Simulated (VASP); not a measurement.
MnPt, 2 atoms in the cell. The structure is tetragonal, space group P4/mmm (No. 123). Conventional cell: a = 2.830 Å, b = 2.830 Å, c = 3.660 Å, α = 90.00°, β = 90.00°, γ = 90.00°. Mn (site symmetry 4/mmm) has 8 Pt at 2.71 Å and 6 Mn at 2.83 to 3.66 Å within 3.7 Å. Pt (site symmetry 4/mmm) has 8 Mn at 2.71 Å and 6 Pt at 2.83 to 3.66 Å within 3.7 Å. 

| Quantity | Value |
| --- | --- |
| Program | VASP 6.6.1 |
| Task | single point |
| Functional | LDA |
| Potentials or basis | VASP PAW LDA potentials, release 64 (Mn_pv, Pt) |
| Cutoff | 520 eV |
| k mesh | 10 × 10 × 8 |
| Occupations | fermi-dirac, width 0.05 eV |
| Spin | collinear spin, ferromagnetic start |
| Starting moments | [4.0, 0.0] μB |
| Dipole correction | no |
| Further INCAR settings | ALGO = Normal; EDIFF = 1e-06; NBANDS = 22 |

Potentials or basis: VASP PAW LDA potentials, release 64 (Mn_pv, Pt).

The run is started by

```sh
$ cat potpaw_LDA.64/Mn_pv/POTCAR potpaw_LDA.64/Pt/POTCAR > POTCAR
$ mpirun -np 1 vasp_std > vasp.out
```

Hardware: 1 thread of Intel Xeon 8259CL, with other jobs on the host.

Question: Estimate the wall time of this run.

Answer: Run time: 2.2 min on 1 thread of Intel Xeon 8259CL, on a shared host, peak memory 0.22 GiB. Counts: scf iterations 15, k points 105.
